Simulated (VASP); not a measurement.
# ZrB2 (P6/mmm) in VASP: single point with PBEsol

Aim: the single point of ZrB2 with PBEsol.

Everything below comes from runs of VASP 6.6.1. Logs are shortened: lines on timing, memory, paths and dates and some standing lists are left out, and cuts for length are marked.

**1. The cell of the first run**

It takes space group P6/mmm (No. 191, hexagonal). The conventional cell has a = 3.155 Å, b = 3.155 Å, c = 3.507 Å, α = 90.00°, β = 90.00°, γ = 120.00°. Zr (site symmetry 6/mmm) has 12 B at 2.53 Å and 6 Zr at 3.15 Å within 3.3 Å. Within 2.4 Å of B (site symmetry -6m2) lie 3 B at 1.82 Å.

**2. Single point, PBEsol**

POSCAR reads:

```
ZrB2
1.0
    3.1549374828      0.0000000000      0.0000000000
   -1.5774687414      2.7322560075      0.0000000000
    0.0000000000      0.0000000000      3.5067685677
Zr B
1 2
Direct
    0.0000000000      0.0000000000      0.0000000000
    0.3333333333      0.6666666667      0.5000000000
    0.6666666667      0.3333333333      0.5000000000
```

INCAR.step1 reads:

```
PREC = Accurate ; ENCUT = 520
EDIFF = 1E-7 ; ISMEAR = 0
SIGMA = 0.1 ; LREAL = False
LASPH = True ; NELM = 100
ALGO = Normal ; ISIF = 2
LWAVE = False ; LCHARG = True
LMAXMIX = 4 ; GGA = PS
NBANDS = 16
```

KPOINTS.step1 reads:

```
Automatic mesh
0
Gamma
  18 18 12
```

INCAR.step2 reads:

```
PREC = Accurate ; ENCUT = 520
EDIFF = 1E-7 ; ISMEAR = -5
SIGMA = 0.1 ; LREAL = False
LASPH = True ; NELM = 100
ALGO = Normal ; ISIF = 2
LWAVE = False ; LCHARG = False
LMAXMIX = 4 ; GGA = PS
LORBIT = 11 ; NEDOS = 2001
ICHARG = 11
```

KPOINTS.step2 reads:

```
Automatic mesh
0
Gamma
  27 27 18
```

Potentials or basis: VASP PAW PBE potentials, release 64 (Zr_sv, B).

On the command line:

```sh
cat potpaw_PBE.64/Zr_sv/POTCAR potpaw_PBE.64/B/POTCAR > POTCAR
cp INCAR.step1 INCAR
cp KPOINTS.step1 KPOINTS
mpirun -np 1 vasp_std > vasp.out
cp INCAR.step2 INCAR
cp KPOINTS.step2 KPOINTS
mpirun -np 1 vasp_std > vasp.out
```

OUTCAR:

```text
PREC = Accurate
   ENCUT = 520
   EDIFF = 1E-7
   ISMEAR = -5
   LREAL = False
   LASPH = True
   NELM = 100
   ISIF = 2
   GGA = PS
   LORBIT = 11
   ICHARG = 11

 ion  position               nearest neighbor table
   1  0.000  0.000  0.000-   2 2.53   3 2.53   2 2.53   3 2.53   3 2.53   3 2.53   2 2.53   2 2.53
                             3 2.53   3 2.53   2 2.53   2 2.53
   2  0.333  0.667  0.500-   3 1.82   3 1.82   3 1.82   1 2.53   1 2.53   1 2.53   1 2.53   1 2.53
                             1 2.53
   3  0.667  0.333  0.500-   2 1.82   2 1.82   2 1.82   1 2.53   1 2.53   1 2.53   1 2.53   1 2.53
                             1 2.53

  LATTYP: Found a hexagonal cell.
 ALAT       =     3.1549374828
 C/A-ratio  =     1.1115176091

  Lattice vectors:

 A1 = (   3.1549374828,   0.0000000000,   0.0000000000)
 A2 = (  -1.5774687414,   2.7322560075,   0.0000000000)
 A3 = (   0.0000000000,   0.0000000000,   3.5067685677)

Analysis of symmetry for initial positions (statically):
=====================================================================
 Subroutine PRICEL returns:
 Original cell was already a primitive cell.

 Routine SETGRP: Setting up the symmetry group for a
 hexagonal supercell.

 Subroutine GETGRP returns: Found 24 space group operations
 (whereof 24 operations were pure point group operations)
 out of a pool of 24 trial point group operations.

The static configuration has the point symmetry D_6h.

Analysis of symmetry for dynamics (positions and initial velocities):
=====================================================================
 Subroutine PRICEL returns:
 Original cell was already a primitive cell.

 Routine SETGRP: Setting up the symmetry group for a
 hexagonal supercell.

 Subroutine GETGRP returns: Found 24 space group operations
 (whereof 24 operations were pure point group operations)
 out of a pool of 24 trial point group operations.

The dynamic configuration has the point symmetry D_6h.

 Subroutine INISYM returns: Found 24 space group operations
 (whereof 24 operations are pure point group operations),
 and found     1 'primitive' translations

----------------------------------------------------------------------------------------

                                     Primitive cell

  volume of cell :      30.2287

  direct lattice vectors                    reciprocal lattice vectors
[... 109 lines left out ...]
   IMIX   =      4    mixing-type and parameters
     AMIX     =   0.40;   BMIX     =  1.00
     AMIX_MAG =   1.60;   BMIX_MAG =  1.00
  volume/ion in A,a.u.               =      10.08        68.00
  Fermi-wavevector in a.u.,A,eV,Ry     =   1.377292  2.602704 25.809331  1.896932
  Thomas-Fermi vector in A             =   2.502458
   LORBIT       =     11    0 simple, 1 ext, 2 COOP (PROOUT), +10 PAW based schemes
   GGA     = PS    functional components
   LHFCALC =     F    Hartree Fock is set to
   AEXX    =    0.0000 exact exchange contribution
   IVDW    =     0    specifies the selected vdW correction
   LEPSILON=     F    determine dielectric tensor
   LRPA    =     F    only Hartree local field effects (RPA)
 non-spin polarized calculation
 Fermi weights with tetrahedron method with Bloechl corrections
  energy-cutoff  :      520.00
  volume of cell :       30.23
 maximum number of plane-waves:       836
 NGX is ok and might be reduce to    24

 number of electron      18.0000000 magnetization

 Free energy of the ion-electron system (eV)
  ---------------------------------------------------
  ext. energy  EPLUGINS =         0.00000000
  ---------------------------------------------------
  free energy    TOTEN  =       -26.40172346 eV

  energy without entropy =      -26.40172346  energy(sigma->0) =      -26.40172346

 E-fermi :  10.6880     XC(G=0): -12.6179

 val. band max:       10.7071121977   @ k =   0.0741   0.0741   0.3333
 cond. band min:      10.6016995163   @ k =   0.1481   0.1111   0.2222
 fundamental gap:     -0.1054126814
 Fermi energy:        10.6880439632

 k-point     1 :       0.0000    0.0000    0.0000
  band No.  band energies     occupation
      1     -37.8271      2.00000
      2     -16.0631      2.00000
      3     -15.4772      2.00000
      4     -15.4772      2.00000
      5      -2.1572      2.00000
      6       7.9411      2.00000
      7       7.9411      2.00000
      8       7.9647      2.00000
      9       8.3248      2.00000
     10      14.0875      0.00000
     11      14.0875      0.00000
     12      14.9220      0.00000
     13      14.9220      0.00000
[... 354 lines left out ...]
  band No.  band energies     occupation
      1     -37.7158      2.00000
      2     -16.3651      2.00000
      3     -15.8971      2.00000
      4     -15.6871      2.00000
      5       0.4679      2.00000
      6       3.4427      2.00000
      7       6.8261      2.00000
      8       7.3526      2.00000
      9       8.3637      2.00000
     10      12.4864      0.00000
     11      13.8698      0.00000
     12      14.1475      0.00000
     13      15.3562      0.00000

 [... further k-points ...]

------------------------ aborting loop because EDIFF is reached ----------------------------------------

  FORCE on cell =-STRESS in cart. coord.  units (eV):
  Direction    XX          YY          ZZ          XY          YZ          ZX
  --------------------------------------------------------------------------------------
  -------------------------------------------------------------------------------------
  Total        0.0569251      0.0569251      0.0617798      0.0000000      0.0000000      0.0000000
  in kB        3.0171391      3.0171391      3.2744437      0.0000000      0.0000000      0.0000000
  external PRESSURE =       3.1029073 kB  Pullay stress =       0.0000000 kB

 VOLUME and BASIS-vectors are now :
 -----------------------------------------------------------------------------
  energy-cutoff  :      520.00
  volume of cell :       30.23
      direct lattice vectors                 reciprocal lattice vectors
     3.154937483  0.000000000  0.000000000     0.316963491  0.182998957  0.000000000
    -1.577468741  2.732256008  0.000000000     0.000000000  0.365997914  0.000000000
     0.000000000  0.000000000  3.506768568     0.000000000  0.000000000  0.285162816

 POSITION                                       TOTAL-FORCE (eV/Angst)
 -----------------------------------------------------------------------------------
      0.00000      0.00000      0.00000         0.000000      0.000000      0.000000
     -0.00000      1.82150      1.75338         0.000000     -0.000000      0.000000
      1.57747      0.91075      1.75338        -0.000000      0.000000      0.000000
 -----------------------------------------------------------------------------------
    total drift:                               -0.000000      0.000000     -0.000000

  FREE ENERGIE OF THE ION-ELECTRON SYSTEM (eV)
  ---------------------------------------------------
  free  energy   TOTEN  =       -26.4017234614 eV

  energy  without entropy=      -26.4017234614  energy(sigma->0) =      -26.40172346

 total charge

# of ion       s       p       d       tot
------------------------------------------
    1        2.173   6.033   1.806  10.012
    2        0.665   1.249   0.000   1.915
    3        0.665   1.249   0.000   1.915
--------------------------------------------------
tot          3.504   8.531   1.806  13.842
```

OUTCAR.step1:

```text
PREC = Accurate
   ENCUT = 520
   EDIFF = 1E-7
   ISMEAR = 0
   LREAL = False
[... 686 lines left out ...]
      0.00000      0.00000      0.00000         0.000000      0.000000      0.000000
     -0.00000      1.82150      1.75338        -0.000000      0.000000      0.000000
      1.57747      0.91075      1.75338         0.000000     -0.000000      0.000000
 -----------------------------------------------------------------------------------
    total drift:                               -0.000000      0.000000      0.000000

  FREE ENERGIE OF THE ION-ELECTRON SYSTEM (eV)
  ---------------------------------------------------
  free  energy   TOTEN  =       -26.4031712025 eV

  energy  without entropy=      -26.4021108774  energy(sigma->0) =      -26.40264104
```

OSZICAR.step1:

```text
N       E                     dE             d eps       ncg     rms          rms(c)
DAV:   1     0.101146816472E+03    0.10115E+03   -0.97066E+03  8288   0.112E+03
DAV:   2    -0.248794187300E+02   -0.12603E+03   -0.12138E+03 10816   0.291E+02
DAV:   3    -0.289140357640E+02   -0.40346E+01   -0.40184E+01 12920   0.445E+01
DAV:   4    -0.289693444273E+02   -0.55309E-01   -0.55300E-01  9872   0.487E+00
DAV:   5    -0.289707000807E+02   -0.13557E-02   -0.13556E-02 12720   0.486E-01    0.232E+01
DAV:   6    -0.264604992671E+02    0.25102E+01   -0.54119E+00 10816   0.158E+01    0.957E+00
DAV:   7    -0.264067506623E+02    0.53749E-01   -0.58916E-01 11504   0.488E+00    0.343E+00
DAV:   8    -0.264070698882E+02   -0.31923E-03   -0.97717E-02  9880   0.249E+00    0.391E-01
DAV:   9    -0.264034175240E+02    0.36524E-02   -0.17345E-02 10248   0.985E-01    0.190E-01
DAV:  10    -0.264031686354E+02    0.24889E-03   -0.15039E-03  9752   0.364E-01    0.364E-02
DAV:  11    -0.264031732388E+02   -0.46034E-05   -0.50713E-05 10976   0.680E-02    0.119E-02
DAV:  12    -0.264031714231E+02    0.18157E-05   -0.25457E-06 10336   0.133E-02    0.639E-03
DAV:  13    -0.264031712023E+02    0.22078E-06   -0.55266E-07 11304   0.662E-03    0.137E-03
DAV:  14    -0.264031712025E+02   -0.17803E-09   -0.33087E-08  4832   0.162E-03
   1 F= -.26403171E+02 E0= -.26402641E+02  d E =-.106033E-02
```

It took 7.6 min on 1 thread of Intel Xeon 8259CL, shared host; peak memory 0.42 GiB.

Results:

- Valence electrons inside the program's atomic spheres: Zr 10.01; B 1.92

Caveat: the PAW data sets were made with another functional, which shifts forces and pressure a little; tetrahedron occupations give inexact forces and stress in metals.
